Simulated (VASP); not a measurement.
Input of a VASP 6.6.1 run:

Contents of INCAR:

```
SYSTEM = CuO
  ALGO = Normal
  EDIFF = 1E-6
  ENCUT = 520
  GGA = PE
  ISIF = 2
  ISMEAR = -1
  LASPH = .True.
  LCHARG = .True.
  LELF = .True.
  LREAL = .False.
  LVHAR = .True.
  LWAVE = .False.
  NBANDS = 16
  NELM = 80
  PREC = Accurate
  SIGMA = 0.05
```

Contents of KPOINTS:

```
k-points
0
Gamma
  10 10 10
  0 0 0
```

Contents of POSCAR:

```
CuO
1.0
    2.5525506100      0.0000000000      0.0000000000
    0.0000000000      2.5525506100      0.0000000000
    0.0000000000      0.0000000000      2.5525506100
Cu O
1 1
Direct
    0.0128940000      0.0027470000     -0.0036670000
    0.4837610000      0.5022690000      0.5003640000
```

Potentials or basis: VASP PAW PBE potentials, release 64 (Cu, O).

Launch:

```console
$ cat potpaw_PBE.64/Cu/POTCAR potpaw_PBE.64/O/POTCAR > POTCAR
$ mpirun -np 1 vasp_std > vasp.out
```

(1) Predict the largest force.

(2) Predict the pressure.

Results:

(1) 0.196 eV/Å.

(2) 21.6 GPa.

Caveat: the cell differs from its parent crystal (atoms moved at random); an odd number of electrons without spin polarisation forces a metal; a magnetic or distorted state may lie lower.
